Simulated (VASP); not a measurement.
Wanted: the native input for a VASP 6.6.1 run.

```yaml
Task: relaxation of cell and atoms
Functional: PBE
Potentials_or_basis: VASP PAW PBE potentials, release 64 (K_sv, Cs_sv, Sb)
Cutoff: 600 eV
k_mesh: 4 × 4 × 4
Occupations: gaussian, width 0.1 eV
Spin: no spin polarisation
Dipole_correction: no
Further_INCAR_settings: ALGO = Normal; EDIFF = 1e-06; IBRION = 2; EDIFFG = -0.04; NSW = 90; ISIF = 3
```

The structure of Cs3KSb lies in POSCAR:

```
Cs3KSb
1.0
    5.7531363781      0.0000000000      0.0000000000
    0.0000000000      5.7531363781      0.0000000000
    0.0000000000      0.0000000000      5.7531363781
K Cs Sb
1 3 1
Direct
    0.0000000000      0.0000000000      0.0000000000
    0.0000000000      0.5000000000      0.5000000000
    0.5000000000      0.0000000000      0.5000000000
    0.5000000000      0.5000000000      0.0000000000
    0.5000000000      0.5000000000      0.5000000000
```

One way to write it, as run:

INCAR

```
PREC = Accurate
ENCUT = 600
EDIFF = 1E-6
ISMEAR = 0
SIGMA = 0.1
LREAL = F
LASPH = T
NELM = 80
ALGO = Normal
ISIF = 3
LWAVE = F
LCHARG = F
GGA = PE
IBRION = 2
NSW = 90
EDIFFG = -0.04
```

KPOINTS

```
Automatic mesh
0
Gamma
  4 4 4
```

Potentials or basis: VASP PAW PBE potentials, release 64 (K_sv, Cs_sv, Sb).

The run is started by

```console
$ cat potpaw_PBE.64/K_sv/POTCAR potpaw_PBE.64/Cs_sv/POTCAR potpaw_PBE.64/Sb/POTCAR > POTCAR
$ mpirun -np 1 vasp_std > vasp.out
```

Results of the run:

```yaml
Relaxed_volume: 87.33 Å³/atom
Relaxed_cell: a = 7.587 Å, b = 7.587 Å, c = 7.587 Å, α = 90.00°, β = 90.00°, γ = 90.00°
Space_group_after_relaxing_to_0.1_Å: Pm-3m (No. 221)
Energy_gained_by_relaxing: 1559.0 meV/atom
Ionic_steps: 5
Pressure_after_relaxing: 0.0 GPa
Band_gap_on_the_k_mesh: zero (an odd number of electrons rules out a gap without spin polarisation)
```

Caveat: the volume moved by over 15 % at a fixed basis, so the end points are rough; spin-orbit coupling is left out, which moves the levels of the heavy elements.

It took 7.5 min on 1 thread of Oxide Virtual Turin-like Processor, with other jobs on the host, peak memory 0.33 GiB.
